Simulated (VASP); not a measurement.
A run of VASP 6.6.1 is set up as follows.

The input INCAR:

```
ALGO = Normal ; EDIFF = 1E-6
ENCUT = 520 ; GGA = PE
ISIF = 2 ; ISMEAR = 0
LASPH = T ; LCHARG = F
LREAL = F ; LWAVE = F
NBANDS = 16 ; NELM = 60
PREC = Accurate ; SIGMA = 0.01
```

The input KPOINTS:

```
k-points
0
Gamma
  6 6 6
```

File POSCAR:

```
GaP
1.0
    0.0000000000      2.7802633640      2.7802633640
    2.7802633640      0.0000000000      2.7802633640
    2.7802633640      2.7802633640      0.0000000000
Ga P
1 1
Direct
    0.0000000000      0.0000000000      0.0000000000
    0.2500000000      0.2500000000      0.2500000000
```

Potentials or basis: VASP PAW PBE potentials, release 64 (Ga_d, P).

Launch:

```console
$ cat potpaw_PBE.64/Ga_d/POTCAR potpaw_PBE.64/P/POTCAR > POTCAR
$ mpirun -np 1 vasp_std > vasp.out
```

(1) Predict the pressure.

(2) What does it give for the band gap on the k mesh?

Answers

(1) -2.2 GPa.

(2) 1.33 eV, direct.
